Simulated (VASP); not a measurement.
Input of a VASP 6.6.1 run:

The input INCAR:

```
SYSTEM = Ti
PREC = Accurate ; ENCUT = 520
EDIFF = 1E-6 ; ISMEAR = 0
SIGMA = 0.15 ; LREAL = .FALSE.
LASPH = .TRUE. ; NELM = 80
ALGO = Fast ; ISIF = 2
LWAVE = .FALSE. ; LCHARG = .FALSE.
GGA = PS ; NBANDS = 19
```

The input KPOINTS:

```
regular mesh
0
G
  18 18 10
  0 0 0
```

POSCAR

```
Ti
1.0
    2.9057478925      0.0000000000      0.0000000000
   -1.4528739462      2.5164514919      0.0000000000
    0.0000000000      0.0000000000      4.6860000000
Ti
2
Direct
    0.3333333333      0.6666666667      0.2500000000
    0.6666666667      0.3333333333      0.7500000000
```

Potentials or basis: VASP PAW PBE potentials, release 64 (Ti_sv).

Run with:

```bash
$ cat potpaw_PBE.64/Ti_sv/POTCAR > POTCAR
$ mpirun -np 1 vasp_std > vasp.out
```

Q: Predict the band gap on the k mesh.

A: Zero (bands 12 and 13 overlap by 1.12 eV).

Q: Estimate the pressure.

A: -3.3 GPa.

Stress tensor (GPa, compression positive):
```
-2.56  0.00  0.00
 0.00 -2.56  0.00
 0.00  0.00 -4.72
```

Caveat: the cell differs from its parent crystal (strain -0.0150 x Voigt [1, 1, 0, 0, 0, 0]); the cell stands under tension; the PAW data sets were made with another functional, which shifts forces and pressure a little.
